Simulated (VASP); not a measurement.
# Si2Mo (I4/mmm) in VASP: notebook, part 2 of 2

VASP 6.6.1. Earlier steps stand in the parts before.

### 3 Electric field gradients, PBEsol (13.68 Å³/atom)

This run uses another cell than the first one, of 13.68 Å³/atom.

The input, INCAR:

```
SYSTEM = Si2Mo
PREC = Accurate
ENCUT = 520
EDIFF = 1E-8
ISMEAR = -1
SIGMA = 0.08
LREAL = .False.
LASPH = .True.
NELM = 80
ALGO = Normal
ISIF = 2
LWAVE = .False.
LCHARG = .False.
GGA = PS
LEFG = .True.
NBANDS = 18
```

The input, KPOINTS:

```
regular mesh
0
Gamma
  16 16 16
  0 0 0
```

The input, POSCAR:

```
Si2Mo
1.0
   -1.6105963353      1.6105963353      3.9565305599
    1.6105963353     -1.6105963353      3.9565305599
    1.6105963353      1.6105963353     -3.9565305599
Si Mo
2 1
Direct
    0.3330000000      0.3330000000      0.0000000000
    0.6670000000      0.6670000000      0.0000000000
    0.0000000000      0.0000000000      0.0000000000
```

Potentials or basis: VASP PAW PBE potentials, release 64 (Si, Mo_sv).

Started as:

```bash
$ cat potpaw_PBE.64/Si/POTCAR potpaw_PBE.64/Mo_sv/POTCAR > POTCAR
$ mpirun -np 1 vasp_std > vasp.out
```

OUTCAR:

```text
SYSTEM = Si2Mo
   PREC = Accurate
   ENCUT = 520
   EDIFF = 1E-8
   ISMEAR = -1
   LREAL = .False.
   LASPH = .True.
   NELM = 80
   ISIF = 2
   GGA = PS

 ion  position               nearest neighbor table
   1  0.333  0.333  0.000-   2 2.63   2 2.63   2 2.63   2 2.63   3 2.63   3 2.63   3 2.63   3 2.63
                             3 2.64   2 2.64
   2  0.667  0.667  0.000-   1 2.63   1 2.63   1 2.63   1 2.63   3 2.63   3 2.63   3 2.63   3 2.63
                             3 2.64   1 2.64
   3  0.000  0.000  0.000-   2 2.63   2 2.63   2 2.63   1 2.63   2 2.63   1 2.63   1 2.63   1 2.63
                             1 2.64   2 2.64

  LATTYP: Found a body centered tetragonal cell.
 ALAT       =     3.2211926706
 C/A-ratio  =     2.4565625000

  Lattice vectors:

 A1 = (  -1.6105963353,   1.6105963353,   3.9565305599)
 A2 = (   1.6105963353,  -1.6105963353,   3.9565305599)
 A3 = (   1.6105963353,   1.6105963353,  -3.9565305599)

Analysis of symmetry for initial positions (statically):
=====================================================================
 Subroutine PRICEL returns:
 Original cell was already a primitive cell.

 Routine SETGRP: Setting up the symmetry group for a
 body centered tetragonal supercell.

 Subroutine GETGRP returns: Found 16 space group operations
 (whereof 16 operations were pure point group operations)
 out of a pool of 16 trial point group operations.

The static configuration has the point symmetry D_4h.

Analysis of symmetry for dynamics (positions and initial velocities):
=====================================================================
 Subroutine PRICEL returns:
 Original cell was already a primitive cell.

 Routine SETGRP: Setting up the symmetry group for a
 body centered tetragonal supercell.

 Subroutine GETGRP returns: Found 16 space group operations
 (whereof 16 operations were pure point group operations)
 out of a pool of 16 trial point group operations.

The dynamic configuration has the point symmetry D_4h.

 Subroutine INISYM returns: Found 16 space group operations
 (whereof 16 operations are pure point group operations),
 and found     1 'primitive' translations

----------------------------------------------------------------------------------------

                                     Primitive cell

  volume of cell :      41.0533

  direct lattice vectors                    reciprocal lattice vectors
    -1.610596335  1.610596335  3.956530560     0.000000000  0.310444019  0.126373345
     1.610596335 -1.610596335  3.956530560     0.310444019  0.000000000  0.126373345
     1.610596335  1.610596335 -3.956530560     0.310444019  0.310444019  0.000000000

  length of vectors
     4.565323119  4.565323119  4.565323119     0.335180118  0.335180118  0.439034143

  position of ions in fractional coordinates (direct lattice)
     0.333000000  0.333000000  0.000000000
     0.667000000  0.667000000  0.000000000
     0.000000000  0.000000000  0.000000000

  ion indices of the primitive-cell ions
   primitive index   ion index
                 1           1
                 2           2
                 3           3

----------------------------------------------------------------------------------------

[... 85 lines left out ...]
   EFERMI_NEDOS =   21; number of points for ismear=-14 and -15
   IALGO  =     38    algorithm
   IMIX   =      4    mixing-type and parameters
     AMIX     =   0.40;   BMIX     =  1.00
     AMIX_MAG =   1.60;   BMIX_MAG =  1.00
  volume/ion in A,a.u.               =      13.68        92.35
  Fermi-wavevector in a.u.,A,eV,Ry     =   1.329739  2.512842 24.057901  1.768206
  Thomas-Fermi vector in A             =   2.458879
   LORBIT       =      0    0 simple, 1 ext, 2 COOP (PROOUT), +10 PAW based schemes
   GGA     = PS    functional components
   LHFCALC =     F    Hartree Fock is set to
   AEXX    =    0.0000 exact exchange contribution
   IVDW    =     0    specifies the selected vdW correction
   LEPSILON=     F    determine dielectric tensor
   LRPA    =     F    only Hartree local field effects (RPA)
 non-spin polarized calculation
  energy-cutoff  :      520.00
  volume of cell :       41.05
 maximum number of plane-waves:      1134
 NGX is ok and might be reduce to    36
   NGX = 17   NGY = 17   NGZ = 17

 number of electron      22.0000000 magnetization

 Free energy of the ion-electron system (eV)
  ---------------------------------------------------
  ext. energy  EPLUGINS =         0.00000000
  ---------------------------------------------------
  free energy    TOTEN  =       -25.05182007 eV

  energy without entropy =      -25.04527795  energy(sigma->0) =      -25.04854901

 E-fermi :  11.8811     XC(G=0): -12.4174

 val. band max:       11.8791431366   @ k =  -0.1250  -0.1250   0.0625
 cond. band min:      11.8952087355   @ k =  -0.1875  -0.1875   0.1250
 fundamental gap:      0.0160655989
 Fermi energy:        11.8811064358

 k-point     1 :       0.0000    0.0000    0.0000
  band No.  band energies     occupation
      1     -48.7745      2.00000
      2     -22.9559      2.00000
      3     -22.8647      2.00000
      4     -22.8647      2.00000
      5      -1.4108      2.00000
      6       5.6608      2.00000
[... 481 lines left out ...]
      5      -1.2918      2.00000
      6       5.7679      2.00000
[... 10 lines left out ...]
     17      17.0940      0.00000
     18      17.3714      0.00000

 [... further k-points ...]

------------------------ aborting loop because EDIFF is reached ----------------------------------------

  FORCE on cell =-STRESS in cart. coord.  units (eV):
  Direction    XX          YY          ZZ          XY          YZ          ZX
  --------------------------------------------------------------------------------------
  -------------------------------------------------------------------------------------
  Total       -1.4860598     -1.4860598     -1.9286371      0.0000000     -0.0000000      0.0000000
  in kB      -57.9961187    -57.9961187    -75.2684834      0.0000000     -0.0000000      0.0000000
  external PRESSURE =     -63.7535736 kB  Pullay stress =       0.0000000 kB

 VOLUME and BASIS-vectors are now :
 -----------------------------------------------------------------------------
  energy-cutoff  :      520.00
  volume of cell :       41.05
      direct lattice vectors                 reciprocal lattice vectors
    -1.610596335  1.610596335  3.956530560     0.000000000  0.310444019  0.126373345
     1.610596335 -1.610596335  3.956530560     0.310444019  0.000000000  0.126373345
     1.610596335  1.610596335 -3.956530560     0.310444019  0.310444019  0.000000000

 POSITION                                       TOTAL-FORCE (eV/Angst)
 -----------------------------------------------------------------------------------
      0.00000      0.00000      2.63505        -0.000000     -0.000000      0.351119
      0.00000      0.00000      5.27801         0.000000      0.000000     -0.351119
      0.00000      0.00000      0.00000        -0.000000     -0.000000     -0.000000
 -----------------------------------------------------------------------------------
    total drift:                                0.000000      0.000000     -0.000000

  FREE ENERGIE OF THE ION-ELECTRON SYSTEM (eV)
  ---------------------------------------------------
  free  energy   TOTEN  =       -25.0518200719 eV

  energy  without entropy=      -25.0452779549  energy(sigma->0) =      -25.04854901

 Electric field gradients (V/A^2)
---------------------------------------------------------------------
 ion       V_xx      V_yy      V_zz      V_xy      V_xz      V_yz
---------------------------------------------------------------------
   1       5.646     5.646   -11.291    -0.000    -0.000    -0.000
   2       5.646     5.646   -11.291    -0.000    -0.000    -0.000
   3      28.081    28.081   -56.163     0.001     0.000     0.000
---------------------------------------------------------------------

 Electric field gradients after diagonalization (V/A^2)
 (convention: |V_zz| > |V_xx| > |V_yy|)
----------------------------------------------------------------------
 ion       V_xx      V_yy      V_zz     asymmetry (V_yy - V_xx)/ V_zz
----------------------------------------------------------------------
   1       5.646     5.646   -11.291       0.000
   2       5.646     5.646   -11.291       0.000
   3      28.082    28.081   -56.163       0.000
----------------------------------------------------------------------

           NMR quadrupolar parameters

 Cq : quadrupolar parameter    Cq=e*Q*V_zz/h
 eta: asymmetry parameters     (V_yy - V_xx)/ V_zz
 Q  : nuclear electric quadrupole moment in mb (millibarn)
----------------------------------------------------------------------
 ion       Cq(MHz)       eta       Q (mb)
----------------------------------------------------------------------
   1      -0.027       0.000       1.000
   2      -0.027       0.000       1.000
   3      -0.136       0.000       1.000
----------------------------------------------------------------------
```

OSZICAR:

```text
N       E                     dE             d eps       ncg     rms          rms(c)
DAV:   1     0.118498815476E+03    0.11850E+03   -0.11206E+04 12572   0.116E+03
DAV:   2    -0.229552701987E+02   -0.14145E+03   -0.13859E+03 15126   0.297E+02
DAV:   3    -0.260404579078E+02   -0.30852E+01   -0.30496E+01 15594   0.390E+01
DAV:   4    -0.260588271801E+02   -0.18369E-01   -0.18328E-01 14824   0.320E+00
DAV:   5    -0.260589525809E+02   -0.12540E-03   -0.12540E-03 14668   0.280E-01    0.214E+01
DAV:   6    -0.252495976143E+02    0.80935E+00   -0.63267E+00 13226   0.161E+01    0.450E+00
DAV:   7    -0.250963726874E+02    0.15322E+00   -0.10213E+00 13078   0.597E+00    0.439E+00
DAV:   8    -0.250531242327E+02    0.43248E-01   -0.11514E-01 13584   0.242E+00    0.450E-01
DAV:   9    -0.250519540241E+02    0.11702E-02   -0.22813E-03 15216   0.364E-01    0.255E-01
DAV:  10    -0.250518407787E+02    0.11325E-03   -0.57344E-04 13838   0.205E-01    0.615E-02
DAV:  11    -0.250518248197E+02    0.15959E-04   -0.20981E-04 13670   0.107E-01    0.468E-02
DAV:  12    -0.250518204986E+02    0.43211E-05   -0.26119E-05 13382   0.364E-02    0.838E-03
DAV:  13    -0.250518202545E+02    0.24405E-06   -0.66292E-07 13850   0.690E-03    0.216E-03
DAV:  14    -0.250518200874E+02    0.16714E-06   -0.86759E-08 13768   0.175E-03    0.722E-04
DAV:  15    -0.250518200667E+02    0.20664E-07   -0.25879E-09  7088   0.364E-04    0.840E-04
DAV:  16    -0.250518200719E+02   -0.51432E-08   -0.34951E-10  6888   0.135E-04
   1 F= -.25051820E+02 E0= -.25048549E+02  d E =-.654212E-02
```

It took 5.4 min on 1 thread of Intel Xeon Platinum 8488C (Sapphire Rapids), shared host; peak memory 0.39 GiB.

Results:

* Free energy: -25.0518 eV
* Pressure: -6.4 GPa
* Largest force: 0.351 eV/Å
* Band gap on the k mesh: zero (bands 11 and 12 overlap by 1.02 eV)
* Largest electric field gradient by atom: Si -11.3; Mo -56.2 V/Å²

Forces on the atoms (eV/Å):
```
Si   0.000  0.000  0.351
Si   0.000  0.000 -0.351
Mo   0.000  0.000  0.000
```

Electric field gradients, principal values (V/Å²):
| atom | least | middle | greatest (by size) |
| --- | --- | --- | --- |
| 1 Si | 5.646 | 5.646 | -11.291 |
| 2 Si | 5.646 | 5.646 | -11.291 |
| 3 Mo | 28.081 | 28.082 | -56.163 |

Caveat: the cell stands under tension; without QUAD_EFG the Cq values of the log hold for a quadrupole moment of 1 mb, not for the nuclei; the PAW data sets were made with another functional, which shifts forces and pressure a little.
